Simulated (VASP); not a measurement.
# Pr2SbSe2: single point with PBE

Pr2SbSe2:

```
Pr Sb Se
1.0
     4.46564    0.00000    0.00000
    -2.23282    3.86735    0.00000
     0.00000    0.00000    7.41198
Pr Sb Se
2 1 2
Direct
  0.33333 0.66667 0.24900
  0.66667 0.33333 0.75100
  0.00000 0.00000 0.00000
  0.66667 0.33333 0.39100
  0.33333 0.66667 0.60900
```

The cell was built from a structure type or drawn by symmetry, and may not be a known phase.

* Program: VASP 6.6.1
* Task: single point
* Functional: PBE
* Potentials or basis: VASP PAW PBE potentials, release 64 (Pr, Sb, Se)
* Cutoff: 520 eV
* k mesh: 6 × 6 × 4
* Occupations: gaussian, width 0.1 eV
* Spin: no spin polarisation

```json
{"Pressure": "10.9 GPa", "Largest force": "2.009 eV/Å", "Band gap on the k mesh": "zero (an odd number of electrons rules out a gap without spin polarisation)"}
```

Forces on the atoms (eV/Å):
```
Pr   0.000  0.000 -1.406
Pr   0.000  0.000  1.406
Sb   0.000  0.000  0.000
Se   0.000  0.000 -2.009
Se   0.000  0.000  2.009
```

Stress tensor (GPa, compression positive):
```
 9.07  0.00  0.00
 0.00  9.07  0.00
 0.00  0.00 14.59
```

Levels at points of the mesh, in eV from the Fermi level:
| k point | band 17 | band 18 | band 19 | band 20 | band 21 | band 22 | band 23 | band 24 | band 25 | band 26 |
| --- | --- | --- | --- | --- | --- | --- | --- | --- | --- | --- |
| (0.00, 0.00, 0.00) | -3.17 | -0.81 | -0.81 | -0.71 | -0.07 | 0.07 | 0.07 | 0.16 | 0.18 | 0.18 |
| (0.50, 0.00, 0.00) | -2.14 | -1.55 | -1.24 | -0.93 | -0.04 | -0.01 | 0.04 | 0.08 | 0.09 | 0.11 |
| (0.00, 0.00, 0.50) | -1.87 | -1.50 | -0.89 | -0.89 | -0.06 | 0.12 | 0.12 | 0.12 | 0.12 | 0.13 |
| (0.50, 0.00, 0.50) | -1.64 | -1.62 | -1.27 | -1.13 | -0.05 | 0.00 | 0.02 | 0.08 | 0.10 | 0.11 |

Wall time 2.6 min on 1 thread of Intel(R) Xeon(R) 6975P-C (Granite Rapids) (shared host), peak memory 0.31 GiB.

Caveat: the cell stands under pressure; spin-orbit coupling is left out, which moves the levels of the heavy elements; the run has no spin polarisation, though such a crystal can be magnetic; semilocal functionals describe open f shells poorly, which spoils levels, moments and volumes; forces of over 1 eV/Å act on the atoms, so gaps and moduli don't describe the material at rest. Spin polarisation is off, so any magnetic state and its effect on volume and gap are missing.
